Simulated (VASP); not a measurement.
# Bi4C (Pm-3m) in VASP: single point with PBE

Aim: the single point of Bi4C with PBE.

Everything below comes from runs of VASP 6.6.1. Logs are shortened: lines on timing, memory, paths and dates and some standing lists are left out, and cuts for length are marked.

### 1 The cell of the first run

The structure is cubic, space group Pm-3m (No. 221). The conventional cell has a = 5.473 Å, b = 5.473 Å, c = 5.473 Å, α = 90.00°, β = 90.00°, γ = 90.00°. Within 3.6 Å of Bi (site symmetry 4/mmm) lie 2 Bi at 2.74 Å. Within 3.6 Å of Bi (site symmetry m-3m) lie 6 Bi at 2.74 Å. Within 5.1 Å of C (site symmetry m-3m) lie 20 Bi at 3.87 to 4.74 Å.

The cell was generated, and may not be a known phase.

### 2 Single point, PBE

Input file INCAR:

```
SYSTEM = Bi4C
ALGO = Normal ; EDIFF = 1E-6
ENCUT = 520 ; GGA = PE
ISIF = 2 ; ISMEAR = 0
LASPH = .TRUE. ; LCHARG = .FALSE.
LREAL = .FALSE. ; LWAVE = .FALSE.
NBANDS = 40 ; NELM = 60
PREC = Accurate ; SIGMA = 0.1
```

Input file KPOINTS:

```
k-points
0
G
  4 4 4
  0 0 0
```

Input file POSCAR:

```
Bi4C
1.0
    5.4727260200      0.0000000000      0.0000000000
    0.0000000000      5.4727260200      0.0000000000
    0.0000000000      0.0000000000      5.4727260200
Bi C
4 1
Direct
    0.0000000000      0.5000000000      0.5000000000
    0.5000000000      0.0000000000      0.5000000000
    0.5000000000      0.5000000000      0.0000000000
    0.5000000000      0.5000000000      0.5000000000
    0.0000000000      0.0000000000      0.0000000000
```

Potentials or basis: VASP PAW PBE potentials, release 64 (Bi_d, C).

The run is started by

```
> cat potpaw_PBE.64/Bi_d/POTCAR potpaw_PBE.64/C/POTCAR > POTCAR
> mpirun -np 1 vasp_std > vasp.out
```

OUTCAR:

```text
SYSTEM = Bi4C
   EDIFF = 1E-6
   ENCUT = 520
   GGA = PE
   ISIF = 2
   ISMEAR = 0
   LASPH = .TRUE.
   LREAL = .FALSE.
   NELM = 60
   PREC = Accurate

 ion  position               nearest neighbor table
   1  0.000  0.500  0.500-   4 2.74   4 2.74   2 3.87   3 3.87   2 3.87   2 3.87   3 3.87   3 3.87
                             3 3.87   2 3.87
   2  0.500  0.000  0.500-   4 2.74   4 2.74   1 3.87   3 3.87   1 3.87   3 3.87   3 3.87   3 3.87
                             1 3.87   1 3.87
   3  0.500  0.500  0.000-   4 2.74   4 2.74   1 3.87   1 3.87   2 3.87   2 3.87   2 3.87   2 3.87
                             1 3.87   1 3.87
   4  0.500  0.500  0.500-   1 2.74   2 2.74   3 2.74   3 2.74   2 2.74   1 2.74
   5  0.000  0.000  0.000-

  LATTYP: Found a simple cubic cell.
 ALAT       =     5.4727260200

  Lattice vectors:

 A1 = (   5.4727260200,   0.0000000000,   0.0000000000)
 A2 = (   0.0000000000,   5.4727260200,   0.0000000000)
 A3 = (   0.0000000000,   0.0000000000,   5.4727260200)

Analysis of symmetry for initial positions (statically):
=====================================================================
 Subroutine PRICEL returns:
 Original cell was already a primitive cell.

 Routine SETGRP: Setting up the symmetry group for a
 simple cubic supercell.

 Subroutine GETGRP returns: Found 48 space group operations
 (whereof 48 operations were pure point group operations)
 out of a pool of 48 trial point group operations.

The static configuration has the point symmetry O_h .

Analysis of symmetry for dynamics (positions and initial velocities):
=====================================================================
 Subroutine PRICEL returns:
 Original cell was already a primitive cell.

 Routine SETGRP: Setting up the symmetry group for a
 simple cubic supercell.

 Subroutine GETGRP returns: Found 48 space group operations
 (whereof 48 operations were pure point group operations)
 out of a pool of 48 trial point group operations.

The dynamic configuration has the point symmetry O_h .

 Subroutine INISYM returns: Found 48 space group operations
 (whereof 48 operations are pure point group operations),
 and found     1 'primitive' translations

----------------------------------------------------------------------------------------

                                     Primitive cell

  volume of cell :     163.9121

  direct lattice vectors                    reciprocal lattice vectors
     5.472726020  0.000000000  0.000000000     0.182724294  0.000000000  0.000000000
     0.000000000  5.472726020  0.000000000     0.000000000  0.182724294  0.000000000
     0.000000000  0.000000000  5.472726020     0.000000000  0.000000000  0.182724294

  length of vectors
     5.472726020  5.472726020  5.472726020     0.182724294  0.182724294  0.182724294

  position of ions in fractional coordinates (direct lattice)
     0.000000000  0.500000000  0.500000000
     0.500000000  0.000000000  0.500000000
     0.500000000  0.500000000  0.000000000
     0.500000000  0.500000000  0.500000000
     0.000000000  0.000000000  0.000000000

  ion indices of the primitive-cell ions
   primitive index   ion index
                 1           1
                 2           2
                 3           3
                 4           4
                 5           5

----------------------------------------------------------------------------------------

 KPOINTS: k-points

Automatic generation of k-mesh.
 Grid dimensions read from file:
 generate k-points for:    4    4    4

 Generating k-lattice:

  Cartesian coordinates                     Fractional coordinates (reciprocal lattice)
     0.045681074  0.000000000  0.000000000     0.250000000  0.000000000  0.000000000
     0.000000000  0.045681074  0.000000000     0.000000000  0.250000000  0.000000000
     0.000000000  0.000000000  0.045681074     0.000000000  0.000000000  0.250000000

  Length of vectors
     0.045681074  0.045681074  0.045681074

  Shift w.r.t. Gamma in fractional coordinates (k-lattice)
     0.000000000  0.000000000  0.000000000

 Subroutine IBZKPT returns following result:
 ===========================================

 Found     10 irreducible k-points:

 Following reciprocal coordinates:
            Coordinates               Weight
  0.000000  0.000000  0.000000      1.000000
  0.250000  0.000000  0.000000      6.000000
  0.500000  0.000000  0.000000      3.000000
  0.250000  0.250000  0.000000     12.000000
  0.500000  0.250000  0.000000     12.000000
  0.500000  0.500000  0.000000      3.000000
  0.250000  0.250000  0.250000      8.000000
  0.500000  0.250000  0.250000     12.000000
  0.500000  0.500000  0.250000      6.000000
  0.500000  0.500000  0.500000      1.000000
   k-points           NKPTS =     10   k-points in BZ     NKDIM =     10   number of bands    NBANDS=     40
   number of dos      NEDOS =    301   number of ions     NIONS =      5
   total plane-waves  NPLWV =  74088
   dimension x,y,z NGX =    42 NGY =   42 NGZ =   42
   dimension x,y,z NGXF=    84 NGYF=   84 NGZF=   84
   ions per type =               4   1
   NGX,Y,Z   is equivalent  to a cutoff of  12.76, 12.76, 12.76 a.u.
   NGXF,Y,Z  is equivalent  to a cutoff of  25.52, 25.52, 25.52 a.u.
 SYSTEM =  Bi4C
   PREC   = accura    normal or accurate (medium, high low for compatibility)
   ISTART =      0    job   : 0-new  1-cont  2-samecut
   ICHARG =      2    charge: 1-file 2-atom 10-const
   ISPIN  =      1    spin polarized calculation?
   LNONCOLLINEAR =      F non collinear calculations
   LSORBIT =      F    spin-orbit coupling
   LASPH  =      T    aspherical Exc in radial PAW
   ENCUT  =  520.0 eV  38.22 Ry    6.18 a.u.  10.18 10.18 10.18*2*pi/ulx,y,z
   NELM   =     60;   NELMIN=  2; NELMDL= -5     # of ELM steps
   EDIFF  = 0.1E-05   stopping-criterion for ELM
   LREAL  =      F    real-space projection
   EDIFFG = 0.1E-04   stopping-criterion for IOM
   NSW    =      0    number of steps for IOM
   IBRION =     -1    ionic relax: 0-MD 1-quasi-New 2-CG
   NFREE  =      0    steps in history (QN), initial steepest desc. (CG)
   ISIF   =      2    stress and relaxation
   ISYM   =      2    0-nonsym 1-usesym 2-fastsym
   POTIM  = 0.5000    time-step for ionic-motion
   TEBEG  =    0.0;   TEEND  =   0.0 temperature during run
   PSTRESS=    0.0 pullay stress
   NELECT =      64.0000    total number of electrons
   NUPDOWN=      -1.0000    fix difference up-down
   EMIN   =  10.00;   EMAX   =-10.00  energy-range for DOS
   EFERMI =   0.00;   METHOD = LEGACY
   ISMEAR =     0;   SIGMA  =   0.10  broadening in eV -4-tet -1-fermi 0-gaus
   EFERMI_NEDOS =   21; number of points for ismear=-14 and -15
   IALGO  =     38    algorithm
   IMIX   =      4    mixing-type and parameters
     AMIX     =   0.40;   BMIX     =  1.00
     AMIX_MAG =   1.60;   BMIX_MAG =  1.00
  volume/ion in A,a.u.               =      32.78       221.23
  Fermi-wavevector in a.u.,A,eV,Ry     =   1.196551  2.261153 19.479919  1.431734
  Thomas-Fermi vector in A             =   2.332488
   LORBIT       =      0    0 simple, 1 ext, 2 COOP (PROOUT), +10 PAW based schemes
   GGA     = PE    functional components
   LHFCALC =     F    Hartree Fock is set to
   AEXX    =    0.0000 exact exchange contribution
   IVDW    =     0    specifies the selected vdW correction
   LEPSILON=     F    determine dielectric tensor
   LRPA    =     F    only Hartree local field effects (RPA)
 non-spin polarized calculation
 Gauss-broadening in eV      SIGMA  =   0.10
  energy-cutoff  :      520.00
  volume of cell :      163.91
 maximum number of plane-waves:      4468
 NGX is ok and might be reduce to    42
   NGX = 21   NGY = 21   NGZ = 21

 number of electron      63.9999958 magnetization

 Free energy of the ion-electron system (eV)
  ---------------------------------------------------
  ext. energy  EPLUGINS =         0.00000000
  ---------------------------------------------------
  free energy    TOTEN  =       -11.86787397 eV

  energy without entropy =      -11.83913716  energy(sigma->0) =      -11.85350557

 E-fermi :   5.3607     XC(G=0):  -9.1854

 val. band max:        5.3345138667   @ k =   0.5000   0.2500   0.2500
 cond. band min:       5.3991636817   @ k =   0.0000   0.0000   0.0000
 fundamental gap:      0.0646498151
 Fermi energy:         5.3606649036

 k-point     1 :       0.0000    0.0000    0.0000
  band No.  band energies     occupation
      1     -19.4212      2.00000
      2     -19.4212      2.00000
      3     -18.9316      2.00000
      4     -18.9316      2.00000
      5     -18.9316      2.00000
      6     -18.2747      2.00000
[... 32 lines left out ...]
     39       9.8354      0.00000
     40       9.8354      0.00000

 k-point     2 :       0.2500    0.0000    0.0000
  band No.  band energies     occupation
      1     -19.4210      2.00000
      2     -19.3121      2.00000
      3     -18.9313      2.00000
      4     -18.9059      2.00000
      5     -18.9059      2.00000
      6     -18.2410      2.00000
[... 32 lines left out ...]
     39      10.6908      0.00000
     40      10.8109      0.00000

 k-point     3 :       0.5000    0.0000    0.0000
  band No.  band energies     occupation
      1     -19.4208      2.00000
      2     -19.1872      2.00000
      3     -18.9310      2.00000
      4     -18.8785      2.00000
      5     -18.8785      2.00000
      6     -18.1302      2.00000
[... 32 lines left out ...]
     39      10.1878      0.00000
     40      11.3128      0.00000

 k-point     4 :       0.2500    0.2500    0.0000
  band No.  band energies     occupation
      1     -19.3694      2.00000
      2     -19.2457      2.00000
      3     -18.9057      2.00000
      4     -18.9055      2.00000
      5     -18.8797      2.00000
      6     -18.2189      2.00000
[... 32 lines left out ...]
     39      10.6978      0.00000
     40      10.9845      0.00000
[... 170 lines left out ...]
     39      10.5681      0.00000
     40      10.6467      0.00000

 k-point     9 :       0.5000    0.5000    0.2500
  band No.  band energies     occupation
      1     -19.1765      2.00000
      2     -18.9890      2.00000
      3     -18.8510      2.00000
      4     -18.8510      2.00000
      5     -18.8224      2.00000
      6     -18.1343      2.00000
[... 32 lines left out ...]
     39       7.5420      0.00000
     40      10.6420      0.00000

 k-point    10 :       0.5000    0.5000    0.5000
  band No.  band energies     occupation
      1     -18.9887      2.00000
      2     -18.9887      2.00000
      3     -18.8220      2.00000
      4     -18.8220      2.00000
      5     -18.8220      2.00000
      6     -18.1362      2.00000
[... 32 lines left out ...]
     39       7.5728      0.00000
     40       7.5728      0.00000

------------------------ aborting loop because EDIFF is reached ----------------------------------------

  FORCE on cell =-STRESS in cart. coord.  units (eV):
  Direction    XX          YY          ZZ          XY          YZ          ZX
  --------------------------------------------------------------------------------------
  -------------------------------------------------------------------------------------
  Total       11.6159800     11.6159800     11.6159800      0.0000000     -0.0000000     -0.0000000
  in kB      113.5416807    113.5416807    113.5416807      0.0000000     -0.0000000     -0.0000000
  external PRESSURE =     113.5416807 kB  Pullay stress =       0.0000000 kB

 VOLUME and BASIS-vectors are now :
 -----------------------------------------------------------------------------
  energy-cutoff  :      520.00
  volume of cell :      163.91
      direct lattice vectors                 reciprocal lattice vectors
     5.472726020  0.000000000  0.000000000     0.182724294  0.000000000  0.000000000
     0.000000000  5.472726020  0.000000000     0.000000000  0.182724294  0.000000000
     0.000000000  0.000000000  5.472726020     0.000000000  0.000000000  0.182724294

 POSITION                                       TOTAL-FORCE (eV/Angst)
 -----------------------------------------------------------------------------------
      0.00000      2.73636      2.73636         0.000000      0.000000      0.000000
      2.73636      0.00000      2.73636         0.000000      0.000000      0.000000
      2.73636      2.73636      0.00000         0.000000      0.000000      0.000000
      2.73636      2.73636      2.73636         0.000000      0.000000      0.000000
      0.00000      0.00000      0.00000         0.000000      0.000000      0.000000
 -----------------------------------------------------------------------------------
    total drift:                                0.000000     -0.000000     -0.000000

  FREE ENERGIE OF THE ION-ELECTRON SYSTEM (eV)
  ---------------------------------------------------
  free  energy   TOTEN  =       -11.8678739708 eV

  energy  without entropy=      -11.8391371594  energy(sigma->0) =      -11.85350557
```

Run time: 2 min. Hardware: 1 thread of Intel Xeon Platinum 8488C (Sapphire Rapids), shared host; peak memory 0.27 GiB.

What came out:

| Property | Result |
| --- | --- |
| Free energy | -11.8679 eV |
| Pressure | 11.4 GPa |
| Band gap on the k mesh | zero (bands 32 and 33 overlap by 0.85 eV) |

Caveat: the cell stands under pressure; spin-orbit coupling is left out, which moves the levels of the heavy elements.

The gap in the log of VASP goes by the Fermi energy; the results here count the filled bands.